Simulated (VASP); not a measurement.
Write the native input for VASP 6.6.1 that does the following.

| Item | Value |
| --- | --- |
| Task | single point |
| Functional | PBE |
| Potentials or basis | VASP PAW PBE potentials, release 64 (Be, Cd, Cu) |
| Cutoff | 520 eV |
| k mesh | 4 × 4 × 4 |
| Occupations | gaussian, width 0.1 eV |
| Spin | no spin polarisation |
| Dipole correction | no |
| Further INCAR settings | ALGO = Fast; EDIFF = 1e-06; NBANDS = 32 |

The structure of BeCdCu3 lies in POSCAR:

```
BeCdCu3
1.0
    2.1662922300     -3.7313898200      0.0000000000
    2.1662922300      3.7313898200      0.0000000000
    0.0000000000      0.0000000000      4.9973212600
Be Cd Cu
1 1 3
Direct
    0.0000000000      0.0000000000      0.5000000000
    0.0000000000      0.0000000000      0.0000000000
    0.5000000000      0.5000000000      0.5000000000
    0.0000000000      0.5000000000      0.5000000000
    0.5000000000      0.0000000000      0.5000000000
```

These files were run (other wordings do the same):

INCAR

```
ALGO     = Fast           # electronic algorithm
EDIFF    = 1E-6           # SCF threshold, eV
ENCUT    = 520            # plane-wave cutoff, eV
GGA      = PE             # functional
ISIF     = 2              # what is computed and relaxed
ISMEAR   = 0              # smearing method
LASPH    = True           # aspherical terms in the spheres
LCHARG   = False          # write CHGCAR
LREAL    = False          # projectors in reciprocal space
LWAVE    = False          # write WAVECAR
NBANDS   = 32             # bands
NELM     = 60             # most SCF steps
PREC     = Accurate       # precision mode
SIGMA    = 0.1            # smearing width, eV
```

KPOINTS

```
k-points
0
Gamma
  4 4 4
```

Potentials or basis: VASP PAW PBE potentials, release 64 (Be, Cd, Cu).

Run with:

```bash
$ cat potpaw_PBE.64/Be/POTCAR potpaw_PBE.64/Cd/POTCAR potpaw_PBE.64/Cu/POTCAR > POTCAR
$ mpirun -np 1 vasp_std > vasp.out
```

It gave:

The pressure is 19.8 GPa.

Caveat: the k points lie up to 0.42 Å⁻¹ apart.

Run time: 44 s on 1 thread of Intel(R) Xeon(R) Platinum 8488C (Sapphire Rapids) (shared host), peak memory 0.22 GiB.
